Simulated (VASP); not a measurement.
# BaRe (Pm-3m) in VASP: a series of runs

The runs below take BaRe through single point, with PBE.

Everything below comes from runs of VASP 6.6.1. Logs are shortened: lines on timing, memory, paths and dates and some standing lists are left out, and cuts for length are marked.

## 1. The cell of the first run

The structure is cubic, space group Pm-3m (No. 221). The conventional cell has a = 3.748 Å, b = 3.748 Å, c = 3.748 Å, α = 90.00°, β = 90.00°, γ = 90.00°. Within 4.3 Å of Ba (site symmetry m-3m) lie 8 Re at 3.25 Å and 6 Ba at 3.75 Å. Within 4.3 Å of Re (site symmetry m-3m) lie 8 Ba at 3.25 Å and 6 Re at 3.75 Å.

## 2. Single point, PBE (26.33 Å³/atom)

INCAR reads:

```
SYSTEM = BaRe
ALGO = Normal
EDIFF = 1E-6
ENCUT = 560
GGA = PE
GGA_COMPAT = .False.
ISIF = 2
ISMEAR = 0
LASPH = .True.
LCHARG = .True.
LELF = .True.
LREAL = .False.
LVHAR = .True.
LWAVE = .False.
NBANDS = 20
NELM = 120
PREC = Accurate
SIGMA = 0.05
```

KPOINTS reads:

```
k-points
0
Gamma
  8 8 8
  0 0 0
```

POSCAR reads:

```
BaRe
1.0
    3.7480024355      0.0000000000      0.0000000000
    0.0000000000      3.7480024355      0.0000000000
    0.0000000000      0.0000000000      3.7480024355
Ba Re
1 1
Direct
    0.0000000000      0.0000000000      0.0000000000
    0.5000000000      0.5000000000      0.5000000000
```

Potentials or basis: VASP PAW PBE potentials, release 64 (Ba_sv, Re_sv_GW).

Started as:

```sh
cat potpaw_PBE.64/Ba_sv/POTCAR potpaw_PBE.64/Re_sv_GW/POTCAR > POTCAR
mpirun -np 1 vasp_std > vasp.out
```

OUTCAR:

```text
SYSTEM = BaRe
   EDIFF = 1E-6
   ENCUT = 560
   GGA = PE
   ISIF = 2
   ISMEAR = 0
   LASPH = .True.
   LREAL = .False.
   NELM = 120
   PREC = Accurate

 ion  position               nearest neighbor table
   1  0.000  0.000  0.000-   2 3.25   2 3.25   2 3.25   2 3.25   2 3.25   2 3.25   2 3.25   2 3.25

   2  0.500  0.500  0.500-   1 3.25   1 3.25   1 3.25   1 3.25   1 3.25   1 3.25   1 3.25   1 3.25

  LATTYP: Found a simple cubic cell.
 ALAT       =     3.7480024355

  Lattice vectors:

 A1 = (   3.7480024355,   0.0000000000,   0.0000000000)
 A2 = (   0.0000000000,   3.7480024355,   0.0000000000)
 A3 = (   0.0000000000,   0.0000000000,   3.7480024355)

Analysis of symmetry for initial positions (statically):
=====================================================================
 Subroutine PRICEL returns:
 Original cell was already a primitive cell.

 Routine SETGRP: Setting up the symmetry group for a
 simple cubic supercell.

 Subroutine GETGRP returns: Found 48 space group operations
 (whereof 48 operations were pure point group operations)
 out of a pool of 48 trial point group operations.

The static configuration has the point symmetry O_h .

Analysis of symmetry for dynamics (positions and initial velocities):
=====================================================================
 Subroutine PRICEL returns:
 Original cell was already a primitive cell.

 Routine SETGRP: Setting up the symmetry group for a
 simple cubic supercell.

 Subroutine GETGRP returns: Found 48 space group operations
 (whereof 48 operations were pure point group operations)
 out of a pool of 48 trial point group operations.

The dynamic configuration has the point symmetry O_h .

 Subroutine INISYM returns: Found 48 space group operations
 (whereof 48 operations are pure point group operations),
 and found     1 'primitive' translations

----------------------------------------------------------------------------------------

                                     Primitive cell

  volume of cell :      52.6501

  direct lattice vectors                    reciprocal lattice vectors
     3.748002436  0.000000000  0.000000000     0.266808791  0.000000000  0.000000000
     0.000000000  3.748002436  0.000000000     0.000000000  0.266808791  0.000000000
     0.000000000  0.000000000  3.748002436     0.000000000  0.000000000  0.266808791

  length of vectors
     3.748002436  3.748002436  3.748002436     0.266808791  0.266808791  0.266808791

  position of ions in fractional coordinates (direct lattice)
     0.000000000  0.000000000  0.000000000
     0.500000000  0.500000000  0.500000000

  ion indices of the primitive-cell ions
   primitive index   ion index
                 1           1
                 2           2

----------------------------------------------------------------------------------------

 KPOINTS: k-points

Automatic generation of k-mesh.
 Grid dimensions read from file:
 generate k-points for:    8    8    8

 Generating k-lattice:

  Cartesian coordinates                     Fractional coordinates (reciprocal lattice)
     0.033351099  0.000000000  0.000000000     0.125000000  0.000000000  0.000000000
     0.000000000  0.033351099  0.000000000     0.000000000  0.125000000  0.000000000
     0.000000000  0.000000000  0.033351099     0.000000000  0.000000000  0.125000000

  Length of vectors
     0.033351099  0.033351099  0.033351099

  Shift w.r.t. Gamma in fractional coordinates (k-lattice)
     0.000000000  0.000000000  0.000000000

 Subroutine IBZKPT returns following result:
 ===========================================

 Found     35 irreducible k-points:

 Following reciprocal coordinates:
            Coordinates               Weight
  0.000000  0.000000  0.000000      1.000000
  0.125000  0.000000  0.000000      6.000000
  0.250000  0.000000  0.000000      6.000000
  0.375000  0.000000  0.000000      6.000000
  0.500000  0.000000  0.000000      3.000000
  0.125000  0.125000  0.000000     12.000000
[... 16 lines left out ...]
  0.375000  0.375000  0.125000     24.000000
  0.500000  0.375000  0.125000     24.000000
 [... further k-points ...]
   k-points           NKPTS =     35   k-points in BZ     NKDIM =     35   number of bands    NBANDS=     20
   number of dos      NEDOS =    301   number of ions     NIONS =      2
   total plane-waves  NPLWV =  27000
   dimension x,y,z NGX =    30 NGY =   30 NGZ =   30
   dimension x,y,z NGXF=    60 NGYF=   60 NGZF=   60
   ions per type =               1   1
   NGX,Y,Z   is equivalent  to a cutoff of  13.31, 13.31, 13.31 a.u.
   NGXF,Y,Z  is equivalent  to a cutoff of  26.61, 26.61, 26.61 a.u.
 SYSTEM =  BaRe
   PREC   = accura    normal or accurate (medium, high low for compatibility)
   ISTART =      0    job   : 0-new  1-cont  2-samecut
   ICHARG =      2    charge: 1-file 2-atom 10-const
   ISPIN  =      1    spin polarized calculation?
   LNONCOLLINEAR =      F non collinear calculations
   LSORBIT =      F    spin-orbit coupling
   LASPH  =      T    aspherical Exc in radial PAW
   ENCUT  =  560.0 eV  41.16 Ry    6.42 a.u.   7.23  7.23  7.23*2*pi/ulx,y,z
   NELM   =    120;   NELMIN=  2; NELMDL= -5     # of ELM steps
   EDIFF  = 0.1E-05   stopping-criterion for ELM
   LREAL  =      F    real-space projection
   EDIFFG = 0.1E-04   stopping-criterion for IOM
   NSW    =      0    number of steps for IOM
   IBRION =     -1    ionic relax: 0-MD 1-quasi-New 2-CG
   NFREE  =      0    steps in history (QN), initial steepest desc. (CG)
   ISIF   =      2    stress and relaxation
   ISYM   =      2    0-nonsym 1-usesym 2-fastsym
   POTIM  = 0.5000    time-step for ionic-motion
   TEBEG  =    0.0;   TEEND  =   0.0 temperature during run
   PSTRESS=    0.0 pullay stress
   NELECT =      25.0000    total number of electrons
   NUPDOWN=      -1.0000    fix difference up-down
   EMIN   =  10.00;   EMAX   =-10.00  energy-range for DOS
   EFERMI =   0.00;   METHOD = LEGACY
   ISMEAR =     0;   SIGMA  =   0.05  broadening in eV -4-tet -1-fermi 0-gaus
   EFERMI_NEDOS =   21; number of points for ismear=-14 and -15
   IALGO  =     38    algorithm
   IMIX   =      4    mixing-type and parameters
     AMIX     =   0.40;   BMIX     =  1.00
     AMIX_MAG =   1.60;   BMIX_MAG =  1.00
  volume/ion in A,a.u.               =      26.33       177.65
  Fermi-wavevector in a.u.,A,eV,Ry     =   1.277188  2.413536 22.193963  1.631210
  Thomas-Fermi vector in A             =   2.409802
   LORBIT       =      0    0 simple, 1 ext, 2 COOP (PROOUT), +10 PAW based schemes
   GGA     = PE    functional components
   LHFCALC =     F    Hartree Fock is set to
   AEXX    =    0.0000 exact exchange contribution
   IVDW    =     0    specifies the selected vdW correction
   LEPSILON=     F    determine dielectric tensor
   LRPA    =     F    only Hartree local field effects (RPA)
 non-spin polarized calculation
 Gauss-broadening in eV      SIGMA  =   0.05
  energy-cutoff  :      560.00
  volume of cell :       52.65
 maximum number of plane-waves:      1622
 NGX is ok and might be reduce to    30
   NGX = 15   NGY = 15   NGZ = 15

 number of electron      25.0000003 magnetization

 Free energy of the ion-electron system (eV)
  ---------------------------------------------------
  ext. energy  EPLUGINS =         0.00000000
  ---------------------------------------------------
  free energy    TOTEN  =       -11.75246714 eV

  energy without entropy =      -11.74342479  energy(sigma->0) =      -11.74794596

 E-fermi :   5.2161     XC(G=0): -10.8250

 val. band max:        5.2104483026   @ k =   0.1250   0.0000   0.0000
 cond. band min:       5.2204632428   @ k =   0.5000   0.1250   0.1250
 fundamental gap:      0.0100149402
 Fermi energy:         5.2160814345

 k-point     1 :       0.0000    0.0000    0.0000
  band No.  band energies     occupation
      1     -74.0615      2.00000
      2     -35.8926      2.00000
      3     -35.8926      2.00000
      4     -35.8926      2.00000
      5     -21.4168      2.00000
      6      -6.2297      2.00000
[... 12 lines left out ...]
     19      13.3603      0.00000
     20      13.7544      0.00000

 k-point     2 :       0.1250    0.0000    0.0000
  band No.  band energies     occupation
      1     -74.0615      2.00000
      2     -35.8962      2.00000
      3     -35.8924      2.00000
      4     -35.8924      2.00000
      5     -21.3962      2.00000
      6      -6.4923      2.00000
[... 12 lines left out ...]
     19      12.5811      0.00000
     20      13.5476      0.00000

 k-point     3 :       0.2500    0.0000    0.0000
  band No.  band energies     occupation
      1     -74.0614      2.00000
      2     -35.9039      2.00000
      3     -35.8918      2.00000
      4     -35.8918      2.00000
      5     -21.3458      2.00000
      6      -7.0492      2.00000
[... 12 lines left out ...]
     19      12.0322      0.00000
     20      13.0752      0.00000

 k-point     4 :       0.3750    0.0000    0.0000
  band No.  band energies     occupation
      1     -74.0612      2.00000
      2     -35.9118      2.00000
      3     -35.8911      2.00000
      4     -35.8911      2.00000
      5     -21.2944      2.00000
      6      -7.5307      2.00000
[... 12 lines left out ...]
     19      12.6308      0.00000
     20      13.3122      0.00000

 k-point     5 :       0.5000    0.0000    0.0000
  band No.  band energies     occupation
      1     -74.0614      2.00000
      2     -35.9155      2.00000
      3     -35.8913      2.00000
      4     -35.8913      2.00000
      5     -21.2729      2.00000
      6      -7.7140      2.00000
[... 12 lines left out ...]
     19      12.4525      0.00000
     20      14.7306      0.00000
[... 353 lines left out ...]
      6      -7.3161      2.00000
[... 12 lines left out ...]
     19      12.1271      0.00000
     20      14.7324      0.00000

 k-point    22 :       0.5000    0.2500    0.1250
  band No.  band energies     occupation
      1     -74.0609      2.00000
      2     -35.9132      2.00000
      3     -35.9011      2.00000
      4     -35.8931      2.00000
      5     -21.2053      2.00000
      6      -7.4754      2.00000
[... 12 lines left out ...]
     19      12.6132      0.00000
     20      14.8898      0.00000

 k-point    23 :       0.3750    0.3750    0.1250
  band No.  band energies     occupation
      1     -74.0610      2.00000
      2     -35.9093      2.00000
      3     -35.9091      2.00000
      4     -35.8928      2.00000
      5     -21.1839      2.00000
      6      -7.2230      2.00000
[... 12 lines left out ...]
     19      12.5386      0.00000
     20      14.6993      0.00000

 k-point    24 :       0.5000    0.3750    0.1250
  band No.  band energies     occupation
      1     -74.0609      2.00000
      2     -35.9122      2.00000
      3     -35.9087      2.00000
      4     -35.8925      2.00000
      5     -21.1673      2.00000
      6      -7.3395      2.00000
[... 12 lines left out ...]
     19      13.0472      0.00000
     20      14.4427      0.00000

 [... further k-points ...]

------------------------ aborting loop because EDIFF is reached ----------------------------------------

  FORCE on cell =-STRESS in cart. coord.  units (eV):
  Direction    XX          YY          ZZ          XY          YZ          ZX
  --------------------------------------------------------------------------------------
  -------------------------------------------------------------------------------------
  Total        0.1059137      0.1059137      0.1059137      0.0000000     -0.0000000      0.0000000
  in kB        3.2230224      3.2230224      3.2230224      0.0000000     -0.0000000      0.0000000
  external PRESSURE =       3.2230224 kB  Pullay stress =       0.0000000 kB

 VOLUME and BASIS-vectors are now :
 -----------------------------------------------------------------------------
  energy-cutoff  :      560.00
  volume of cell :       52.65
      direct lattice vectors                 reciprocal lattice vectors
     3.748002436  0.000000000  0.000000000     0.266808791  0.000000000  0.000000000
     0.000000000  3.748002436  0.000000000     0.000000000  0.266808791  0.000000000
     0.000000000  0.000000000  3.748002436     0.000000000  0.000000000  0.266808791

 POSITION                                       TOTAL-FORCE (eV/Angst)
 -----------------------------------------------------------------------------------
      0.00000      0.00000      0.00000         0.000000      0.000000      0.000000
      1.87400      1.87400      1.87400         0.000000      0.000000      0.000000
 -----------------------------------------------------------------------------------
    total drift:                                0.000000      0.000000      0.000000

  FREE ENERGIE OF THE ION-ELECTRON SYSTEM (eV)
  ---------------------------------------------------
  free  energy   TOTEN  =       -11.7524671359 eV

  energy  without entropy=      -11.7434247887  energy(sigma->0) =      -11.74794596
```

Wall time 20 s (1 thread of Intel Xeon 6975P-C (Granite Rapids), shared host); peak memory 0.2 GiB.

Results:

```
Free energy            : -11.7525 eV
Pressure               : 0.3 GPa
Band gap on the k mesh : zero (an odd number of electrons rules out a gap without spin polarisation)
```

Levels at points of the mesh, in eV from the Fermi level:
| k point | band 8 | band 9 | band 10 | band 11 | band 12 | band 13 | band 14 | band 15 | band 16 | band 17 |
| --- | --- | --- | --- | --- | --- | --- | --- | --- | --- | --- |
| (0.00, 0.00, 0.00) | -11.45 | -4.33 | -2.42 | -2.42 | -0.01 | -0.01 | -0.01 | 4.14 | 4.14 | 8.14 |
| (0.50, 0.00, 0.00) | -11.39 | -1.47 | -1.17 | -0.42 | 0.14 | 0.14 | 0.34 | 1.35 | 1.88 | 3.47 |
| (0.50, 0.50, 0.00) | -11.18 | -3.43 | -1.73 | -1.06 | -1.06 | 1.10 | 1.12 | 3.64 | 3.64 | 4.92 |
| (0.50, 0.50, 0.50) | -12.44 | -0.18 | -0.18 | -0.18 | 0.07 | 0.07 | 0.07 | 1.18 | 1.18 | 1.97 |

Caveat: spin-orbit coupling is left out, which moves the levels of the heavy elements.

## 3. Single point, PBE (27.62 Å³/atom)

This run uses another cell than the first one, of 27.62 Å³/atom.

INCAR reads:

```
ALGO = Normal
EDIFF = 1E-6
ENCUT = 560
GGA = PE
GGA_COMPAT = False
ISIF = 2
ISMEAR = 0
LASPH = True
LCHARG = False
LREAL = False
LWAVE = False
NBANDS = 20
NELM = 120
PREC = Accurate
SIGMA = 0.05
```

KPOINTS reads:

```
k-points
0
Gamma
  8 8 8
```

POSCAR reads:

```
BaRe
1.0
    3.8082700132      0.0000000000      0.0000000000
    0.0000000000      3.8082700132      0.0000000000
    0.0000000000      0.0000000000      3.8082700132
Ba Re
1 1
Direct
    0.0000000000      0.0000000000      0.0000000000
    0.5000000000      0.5000000000      0.5000000000
```

Potentials or basis: VASP PAW PBE potentials, release 64 (Ba_sv, Re_sv_GW).

Started as:

```sh
cat potpaw_PBE.64/Ba_sv/POTCAR potpaw_PBE.64/Re_sv_GW/POTCAR > POTCAR
mpirun -np 1 vasp_std > vasp.out
```

OUTCAR:

```text
EDIFF = 1E-6
   ENCUT = 560
   GGA = PE
   ISIF = 2
   ISMEAR = 0
   LASPH = True
   LREAL = False
   NELM = 120
   PREC = Accurate

 ion  position               nearest neighbor table
   1  0.000  0.000  0.000-   2 3.30   2 3.30   2 3.30   2 3.30   2 3.30   2 3.30   2 3.30   2 3.30

   2  0.500  0.500  0.500-   1 3.30   1 3.30   1 3.30   1 3.30   1 3.30   1 3.30   1 3.30   1 3.30

  LATTYP: Found a simple cubic cell.
 ALAT       =     3.8082700132

  Lattice vectors:

[... 740 lines left out ...]
------------------------ aborting loop because EDIFF is reached ----------------------------------------

  FORCE on cell =-STRESS in cart. coord.  units (eV):
  Direction    XX          YY          ZZ          XY          YZ          ZX
  --------------------------------------------------------------------------------------
  -------------------------------------------------------------------------------------
  Total       -0.6289299     -0.6289299     -0.6289299      0.0000000      0.0000000      0.0000000
  in kB      -18.2444027    -18.2444027    -18.2444027      0.0000000      0.0000000      0.0000000
  external PRESSURE =     -18.2444027 kB  Pullay stress =       0.0000000 kB

 VOLUME and BASIS-vectors are now :
 -----------------------------------------------------------------------------
  energy-cutoff  :      560.00
  volume of cell :       55.23
      direct lattice vectors                 reciprocal lattice vectors
     3.808270013  0.000000000  0.000000000     0.262586423  0.000000000  0.000000000
     0.000000000  3.808270013  0.000000000     0.000000000  0.262586423  0.000000000
     0.000000000  0.000000000  3.808270013     0.000000000  0.000000000  0.262586423

 POSITION                                       TOTAL-FORCE (eV/Angst)
 -----------------------------------------------------------------------------------
      0.00000      0.00000      0.00000         0.000000      0.000000      0.000000
      1.90414      1.90414      1.90414         0.000000      0.000000      0.000000
 -----------------------------------------------------------------------------------
    total drift:                                0.000000      0.000000      0.000000

  FREE ENERGIE OF THE ION-ELECTRON SYSTEM (eV)
  ---------------------------------------------------
  free  energy   TOTEN  =       -11.7455732538 eV

  energy  without entropy=      -11.7374264022  energy(sigma->0) =      -11.74149983
```

Run time: 33 s. Hardware: 1 thread of Intel Xeon Platinum 8259CL at 2.50GHz (Skylake/Cascade Lake), shared host; peak memory 0.21 GiB.

What came out:

| Item | Value |
| --- | --- |
| Free energy | -11.7456 eV |
| Pressure | -1.8 GPa |
| Band gap on the k mesh | zero (an odd number of electrons rules out a gap without spin polarisation) |

Caveat: spin-orbit coupling is left out, which moves the levels of the heavy elements.

## 4. Single point, PBE

This run uses another cell than the first one, of 25.81 Å³/atom.

INCAR reads:

```
SYSTEM = BaRe
PREC = Accurate
ENCUT = 560
EDIFF = 1E-6
ISMEAR = 0
SIGMA = 0.05
LREAL = .FALSE.
LASPH = .TRUE.
NELM = 120
ALGO = Normal
ISIF = 2
LWAVE = .FALSE.
LCHARG = .TRUE.
GGA = PE
LELF = .TRUE.
LVHAR = .TRUE.
NBANDS = 20
GGA_COMPAT = .FALSE.
```

KPOINTS reads:

```
Automatic mesh
0
G
  8 8 8
  0 0 0
```

POSCAR reads:

```
BaRe
1.0
    3.7233438108      0.0000000000      0.0000000000
    0.0000000000      3.7233438108      0.0000000000
    0.0000000000      0.0000000000      3.7233438108
Ba Re
1 1
Direct
    0.0000000000      0.0000000000      0.0000000000
    0.5000000000      0.5000000000      0.5000000000
```

Started as:

```sh
cat potpaw_PBE.64/Ba_sv/POTCAR potpaw_PBE.64/Re_sv_GW/POTCAR > POTCAR
mpirun -np 1 vasp_std > vasp.out
```

Run time: 17 s. Hardware: 1 thread of AMD EPYC 9R45 (Zen 5), shared host; peak memory 0.17 GiB.

The run converged. Its results:

```yaml
Free_energy: -11.7448 eV
Pressure: 1.3 GPa
Band_gap_on_the_k_mesh: zero (an odd number of electrons rules out a gap without spin polarisation)
```

Levels at points of the mesh, in eV from the Fermi level:
```
           k point  band 10  band 11  band 12  band 13  band 14  band 15
(0.00, 0.00, 0.00)    -2.51    -2.51    -0.02    -0.02    -0.02     4.18
(0.50, 0.00, 0.00)    -1.12    -0.41     0.14     0.14     0.33     1.40
(0.50, 0.50, 0.00)    -1.77    -1.11    -1.11     1.13     1.15     3.74
(0.50, 0.50, 0.50)    -0.22    -0.22     0.10     0.10     0.10     1.21
```

Caveat: spin-orbit coupling is left out, which moves the levels of the heavy elements.

(Part 1 of 3 ends here.)

The gap in the log of VASP goes by the Fermi energy; the results here count the filled bands.